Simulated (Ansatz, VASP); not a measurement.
**GaSb: VASP beside Ansatz**

Contents of INCAR:

```
SYSTEM = GaSb
PREC = Accurate ; ENCUT = 520
EDIFF = 1E-7 ; ISMEAR = 0
SIGMA = 0.020999999999999998 ; LREAL = .False.
LASPH = .True. ; NELM = 100
ALGO = Normal ; ISIF = 2
LWAVE = .False. ; LCHARG = .True.
GGA = PE ; LELF = .True.
LVHAR = .True. ; NBANDS = 16
```

Contents of KPOINTS:

```
Automatic mesh
0
Gamma
  8 8 8
  0 0 0
```

File POSCAR:

```
GaSb
1.0
    0.0000000000      3.0590000000      3.0590000000
    3.0590000000      0.0000000000      3.0590000000
    3.0590000000      3.0590000000      0.0000000000
Sb Ga
1 1
Direct
    0.7500000000      0.7500000000      0.7500000000
    0.0000000000      0.0000000000      0.0000000000
```

Contents of input.yaml:

```yaml
crystal:
  lattice:
    - [0.0, 3.059, 3.059]
    - [3.059, 0.0, 3.059]
    - [3.059, 3.059, 0.0]
  atoms:
    - { symbol: Sb, position: [0.75, 0.75, 0.75] }
    - { symbol: Ga, position: [0.0, 0.0, 0.0] }
kpoints:
  mp_grid: { grid: [8, 8, 8] }
scf:
  occupations: { method: gaussian, width: 0.021 }
hamiltonian:
  xc: pbe
  pseudopotentials: { kind: all_electron, lapw: { basis_error: 0.001 } }
output:
  forces: true
  stress: true
  eigenvalues: true
```

Alike in both runs: task single point; functional PBE; k mesh 8 × 8 × 8; occupations gaussian, width 0.021 eV; no spin polarisation.

```csv
,VASP,Ansatz
version,VASP 6.6.1,Ansatz 0.2.0
potentials or method,"VASP PAW PBE potentials, release 64 (Sb, Ga_d), cutoff 520 eV","all-electron LAPW, scalar-relativistic"
```

```tsv
	VASP	Ansatz	Ansatz less VASP
gap on the k mesh at the Fermi level (eV)	0.04	0.04	+0.003
least direct gap on the mesh (eV)	0.04	0.04	+0.003
pressure (GPa)	2.4	2.3	-0.08
```

Ansatz ran all-electron here, and VASP with PAW potentials.

Spin-orbit coupling is off throughout.
